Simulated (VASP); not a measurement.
SrCl2, 3 atoms in the cell. Symmetry: Fm-3m, No. 225, cubic system. Conventional cell: a = 6.413 Å, b = 6.413 Å, c = 6.413 Å, α = 90.00°, β = 90.00°, γ = 90.00°. Within 3.7 Å of Sr (site symmetry m-3m) lie 8 Cl at 2.78 Å. Cl (site symmetry -43m) has 4 Sr at 2.78 Å and 6 Cl at 3.21 Å within 3.7 Å.  This cell differs from its parent crystal: strain -0.080 along x and y, -0.080 along z.

| Property | Result |
| --- | --- |
| Program | VASP 6.6.1 |
| Task | single point |
| Functional | r2SCAN |
| Potentials or basis | VASP PAW PBE potentials, release 64 (Sr_sv, Cl) |
| Cutoff | 520 eV |
| k mesh | 6 × 6 × 6 |
| Occupations | gaussian, width 0.05 eV |
| Spin | no spin polarisation |
| Dipole correction | no |
| Further INCAR settings | ALGO = Normal; EDIFF = 1e-07; NBANDS = 19 |

Potentials or basis: VASP PAW PBE potentials, release 64 (Sr_sv, Cl).

Run with:

```console
$ cat potpaw_PBE.64/Sr_sv/POTCAR potpaw_PBE.64/Cl/POTCAR > POTCAR
$ cp INCAR.step1 INCAR
$ mpirun -np 1 vasp_std > vasp.out
$ cp INCAR.step2 INCAR
$ mpirun -np 1 vasp_std > vasp.out
```

Hardware: 1 thread of AMD EPYC 9R45 96-Core Processor (Zen 5) (shared host).

Question: Estimate the wall time of this run.

Answer: Run time: 68 s on 1 thread of AMD EPYC 9R45 96-Core Processor (Zen 5), on a shared host, peak memory 0.19 GiB. Counts: k points 16.
